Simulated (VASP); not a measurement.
# ZrAu3 in VASP: single point with PBEsol

Aim: the single point of ZrAu3 with PBEsol.

Program: VASP 6.6.1. These are calculated values, not measurements. Logs are shortened: lines on timing, memory, paths and dates and some standing lists are left out, and cuts for length are marked.

**1. The cell of the first run**

The cell holds an amorphous packing of atoms, 8 atoms: a = 4.973 Å, b = 6.274 Å, c = 4.973 Å, α = 85.92°, β = 97.24°, γ = 85.91°.

**2. Single point, PBEsol**

File INCAR:

```
ALGO = Normal
EDIFF = 1E-7
ENCUT = 520
GGA = PS
ISIF = 2
ISMEAR = 0
ISYM = 0
LASPH = True
LCHARG = False
LREAL = False
LWAVE = False
NBANDS = 55
NELM = 60
PREC = Accurate
SIGMA = 0.1
```

File KPOINTS:

```
k-points
0
Gamma
  3 3 3
```

File POSCAR:

```
ZrAu3
1.0
    4.9577300789      0.2073774143     -0.3274929945
    0.1974707732      6.2683580033      0.1639701894
   -0.3105971937      0.2344500008      4.9581775638
Zr Au
2 6
Direct
    0.2903485454      0.3356270673      0.5705018491
    0.3599482797      0.8356321666      0.5008110543
    0.5699912614      0.0069974264     -0.0098474501
    0.8251131950      0.0856415182      0.5356171474
    0.8706113149      0.6642108038      0.2908502338
    0.7796824386      0.5070720601      0.7804853580
    0.3251530258      0.5856590554      0.0356539370
    0.0803203845      0.1642543605      0.0811557313
```

Potentials or basis: VASP PAW PBE potentials, release 64 (Zr_sv, Au).

On the command line:

```console
> cat potpaw_PBE.64/Zr_sv/POTCAR potpaw_PBE.64/Au/POTCAR > POTCAR
> mpirun -np 1 vasp_std > vasp.out
```

OUTCAR:

```text
EDIFF = 1E-7
   ENCUT = 520
   GGA = PS
   ISIF = 2
   ISMEAR = 0
   ISYM = 0
   LASPH = True
   LREAL = False
   NELM = 60
   PREC = Accurate

 ion  position               nearest neighbor table
   1  0.290  0.336  0.571-   6 2.84   8 2.84   7 2.88   4 2.88   5 2.96   3 2.96   4 3.02   7 3.02
                             6 3.02   8 3.02   2 3.18   2 3.18
   2  0.360  0.836  0.501-   5 2.84   3 2.84   7 2.88   4 2.88   6 2.96   8 2.96   4 3.02   7 3.02
                             5 3.02   3 3.02   1 3.18   1 3.18
   3  0.570  0.007  0.990-   8 2.67   4 2.76   5 2.76   8 2.78   2 2.84   4 2.94   1 2.96   7 2.99
                             2 3.02   6 3.50   6 3.51
   4  0.825  0.086  0.536-   8 2.76   3 2.76   2 2.88   1 2.88   3 2.94   8 2.94   5 2.99   6 2.99
                             1 3.02   2 3.02
   5  0.871  0.664  0.291-   6 2.67   7 2.76   3 2.76   6 2.78   2 2.84   7 2.94   1 2.96   4 2.99
                             2 3.02   8 3.51   8 3.51
   6  0.780  0.507  0.780-   5 2.67   7 2.76   8 2.76   5 2.78   1 2.84   7 2.94   2 2.96   4 2.99
                             1 3.02   3 3.50   3 3.51
   7  0.325  0.586  0.036-   6 2.76   5 2.76   2 2.88   1 2.88   5 2.94   6 2.94   3 2.99   8 2.99
                             2 3.02   1 3.02
   8  0.080  0.164  0.081-   3 2.67   4 2.76   6 2.76   3 2.78   1 2.84   4 2.94   2 2.96   7 2.99
                             1 3.02   5 3.51   5 3.51

IMPORTANT INFORMATION: All symmetrisations will be switched off!
NOSYMM: (Re-)initialisation of all symmetry stuff for point group C_1.

----------------------------------------------------------------------------------------

                                     Primitive cell

  volume of cell :     153.0275

  direct lattice vectors                    reciprocal lattice vectors
     4.957730079  0.207377414 -0.327492995     0.202847177 -0.006730974  0.013025318
     0.197470773  6.268358003  0.163970189    -0.007220892  0.159968590 -0.008016539
    -0.310597194  0.234450001  4.958177564     0.013637075 -0.005734854  0.202812457

  length of vectors
     4.972860805  6.273610841  4.973425597     0.203376356  0.160332017  0.203351300

  position of ions in fractional coordinates (direct lattice)
     0.290348545  0.335627067  0.570501849
     0.359948280  0.835632167  0.500811054
     0.569991261  0.006997426  0.990152550
     0.825113195  0.085641518  0.535617147
     0.870611315  0.664210804  0.290850234
     0.779682439  0.507072060  0.780485358
     0.325153026  0.585659055  0.035653937
     0.080320384  0.164254361  0.081155731

  ion indices of the primitive-cell ions
   primitive index   ion index
                 1           1
                 2           2
                 3           3
                 4           4
                 5           5
[... 74 lines left out ...]
   PSTRESS=    0.0 pullay stress
   NELECT =      90.0000    total number of electrons
   NUPDOWN=      -1.0000    fix difference up-down
   EMIN   =  10.00;   EMAX   =-10.00  energy-range for DOS
   EFERMI =   0.00;   METHOD = LEGACY
   ISMEAR =     0;   SIGMA  =   0.10  broadening in eV -4-tet -1-fermi 0-gaus
   EFERMI_NEDOS =   21; number of points for ismear=-14 and -15
   IALGO  =     38    algorithm
   IMIX   =      4    mixing-type and parameters
     AMIX     =   0.40;   BMIX     =  1.00
     AMIX_MAG =   1.60;   BMIX_MAG =  1.00
  volume/ion in A,a.u.               =      19.13       129.09
  Fermi-wavevector in a.u.,A,eV,Ry     =   1.371616  2.591978 25.597054  1.881330
  Thomas-Fermi vector in A             =   2.497297
   LORBIT       =      0    0 simple, 1 ext, 2 COOP (PROOUT), +10 PAW based schemes
   GGA     = PS    functional components
   LHFCALC =     F    Hartree Fock is set to
   AEXX    =    0.0000 exact exchange contribution
   IVDW    =     0    specifies the selected vdW correction
   LEPSILON=     F    determine dielectric tensor
   LRPA    =     F    only Hartree local field effects (RPA)
 non-spin polarized calculation
 Gauss-broadening in eV      SIGMA  =   0.10
  energy-cutoff  :      520.00
  volume of cell :      153.03
 maximum number of plane-waves:      4133
 NGX is ok and might be reduce to    40
   NGX = 19   NGY = 23   NGZ = 19

 number of electron      90.0000002 magnetization

 Free energy of the ion-electron system (eV)
  ---------------------------------------------------
  ext. energy  EPLUGINS =         0.00000000
  ---------------------------------------------------
  free energy    TOTEN  =       -44.00564706 eV

  energy without entropy =      -43.97911075  energy(sigma->0) =      -43.99237890

 E-fermi :   8.9835     XC(G=0): -12.1364

 val. band max:        8.8003847286   @ k =   0.0000   0.0000   0.0000
 cond. band min:       9.0145372299   @ k =   0.3333   0.3333   0.3333
 fundamental gap:      0.2141525013
 Fermi energy:         8.9834781839

 k-point     1 :       0.0000    0.0000    0.0000
  band No.  band energies     occupation
      1     -40.3757      2.00000
      2     -40.3243      2.00000
      3     -18.6143      2.00000
      4     -18.4818      2.00000
      5     -18.4759      2.00000
      6     -18.4363      2.00000
[... 801 lines left out ...]
     54      12.0054      0.00000
     55      12.3286      0.00000

------------------------ aborting loop because EDIFF is reached ----------------------------------------

  FORCE on cell =-STRESS in cart. coord.  units (eV):
  Direction    XX          YY          ZZ          XY          YZ          ZX
  --------------------------------------------------------------------------------------
  -------------------------------------------------------------------------------------
  Total       -0.2024273     -0.1908070     -0.2094982      0.0349140      0.0385472      0.0260498
  in kB       -2.1193875     -1.9977242     -2.1934189      0.3655453      0.4035838      0.2727385
  external PRESSURE =      -2.1035102 kB  Pullay stress =       0.0000000 kB

 VOLUME and BASIS-vectors are now :
 -----------------------------------------------------------------------------
  energy-cutoff  :      520.00
  volume of cell :      153.03
      direct lattice vectors                 reciprocal lattice vectors
     4.957730079  0.207377414 -0.327492995     0.202847177 -0.006730974  0.013025318
     0.197470773  6.268358003  0.163970189    -0.007220892  0.159968590 -0.008016539
    -0.310597194  0.234450001  4.958177564     0.013637075 -0.005734854  0.202812457

 POSITION                                       TOTAL-FORCE (eV/Angst)
 -----------------------------------------------------------------------------------
      1.32855      2.29780      2.78860         0.001498     -0.000051     -0.002353
      1.79399      5.43010      2.50225        -0.001825      0.000374      0.002763
      2.51971      0.39421      4.72383        -0.006212      0.006806     -0.003641
      3.94124      0.83352      2.39951         0.000458      0.000547      0.000841
      4.35708      4.41225      1.26588         0.003778     -0.007002      0.005741
      3.72317      3.52318      3.69759        -0.003072      0.005986     -0.005859
      1.71660      3.74691      0.16632        -0.000675     -0.000664     -0.000138
      0.40544      1.06529      0.40301         0.006051     -0.005996      0.002646
 -----------------------------------------------------------------------------------
    total drift:                                0.000032     -0.000097      0.000051

  FREE ENERGIE OF THE ION-ELECTRON SYSTEM (eV)
  ---------------------------------------------------
  free  energy   TOTEN  =       -44.0056470566 eV

  energy  without entropy=      -43.9791107507  energy(sigma->0) =      -43.99237890
```

stdout:

```text
POSCAR found type information on POSCAR ZrAu
 POSCAR found :  2 types and       8 ions
 scaLAPACK will be used
 -----------------------------------------------------------------------------
|                                                                             |
|                                                                             |
[... 26 lines left out ...]
|                                                                             |
 -----------------------------------------------------------------------------

 LDA part: xc-table for (Slater+PW92), standard interpolation
 POSCAR, INCAR and KPOINTS ok, starting setup
 FFT: planning ... GRIDC
 FFT: planning ... GRID_SOFT
 FFT: planning ... GRID
 WAVECAR not read
 entering main loop
```

Run time: 94 s. Hardware: 1 thread of Intel Xeon Platinum 8488C (Sapphire Rapids), shared host; peak memory 0.3 GiB.

Results:

```yaml
Free_energy: -44.0056 eV
Pressure: -0.2 GPa
Largest_force: 0.010 eV/Å
Band_gap_on_the_k_mesh: zero (band 45 reaches 9.10 eV, above the bottom of band 46 at 8.73 eV)
```

Forces in eV/Å, atoms in the order of the input:
```
Zr   0.001  0.000 -0.002
Zr  -0.002  0.000  0.003
Au  -0.006  0.007 -0.004
Au   0.000  0.001  0.001
Au   0.004 -0.007  0.006
Au  -0.003  0.006 -0.006
Au  -0.001 -0.001  0.000
Au   0.006 -0.006  0.003
```

Levels at points of the mesh, in eV from the Fermi level:
| k point | band 41 | band 42 | band 43 | band 44 | band 45 | band 46 | band 47 | band 48 | band 49 | band 50 |
| --- | --- | --- | --- | --- | --- | --- | --- | --- | --- | --- |
| (0.00, 0.00, 0.00) | -1.69 | -1.36 | -1.22 | -0.99 | -0.18 | 0.14 | 1.08 | 1.17 | 1.20 | 1.66 |

Caveat: the k points lie up to 0.43 Å⁻¹ apart; the PAW data sets were made with another functional, which shifts forces and pressure a little; spin-orbit coupling is left out, which moves the levels of the heavy elements.
